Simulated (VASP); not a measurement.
ZnH2: single point with PBE

ZnH2:

```
Zn H
1.0
     3.03618    0.00000    0.00000
    -1.51809    2.62941    0.00000
     0.00000    0.00000    3.08741
Zn H
1 2
Direct
  0.00000 0.00000 0.50000
  0.33333 0.66667 0.00000
  0.66667 0.33333 0.50000
```

| Quantity | Value |
| --- | --- |
| Program | VASP 6.6.1 |
| Task | single point |
| Functional | PBE |
| Potentials or basis | VASP PAW PBE potentials, release 64 (Zn, H) |
| Cutoff | 520 eV |
| k mesh | 6 × 6 × 6 |
| Occupations | gaussian, width 0.1 eV |
| Spin | no spin polarisation |

| Quantity | Value |
| --- | --- |
| Pressure | 0.1 GPa |
| Band gap on the k mesh | zero (band 7 reaches 3.06 eV, above the bottom of band 8 at -0.03 eV) |

Stress tensor (GPa, compression positive):
```
 0.11  0.00  0.00
 0.00  0.11  0.00
 0.00  0.00 -0.04
```

Levels at points of the mesh, in eV from the Fermi level:
| k point | band 3 | band 4 | band 5 | band 6 | band 7 | band 8 | band 9 | band 10 | band 11 | band 12 |
| --- | --- | --- | --- | --- | --- | --- | --- | --- | --- | --- |
| (0.00, 0.00, 0.00) | -7.50 | -7.50 | -7.09 | -7.09 | 1.34 | 6.18 | 11.17 | 11.44 | 11.44 | 12.37 |
| (0.50, 0.00, 0.00) | -7.33 | -7.14 | -7.06 | -6.29 | -3.97 | 3.33 | 6.45 | 11.10 | 11.12 | 13.03 |
| (0.00, 0.00, 0.50) | -7.47 | -7.21 | -7.21 | -6.05 | -5.90 | 8.98 | 9.79 | 13.93 | 13.93 | 17.32 |
| (0.50, 0.00, 0.50) | -7.29 | -7.06 | -7.01 | -4.26 | -1.82 | 0.13 | 1.99 | 8.97 | 10.22 | 10.49 |

It took 13 s on 1 thread of AMD EPYC 7R43 64-Core Processor (Zen 3) (shared host), peak memory 0.1 GiB.

Caveat: the k points lie up to 0.40 Å⁻¹ apart.
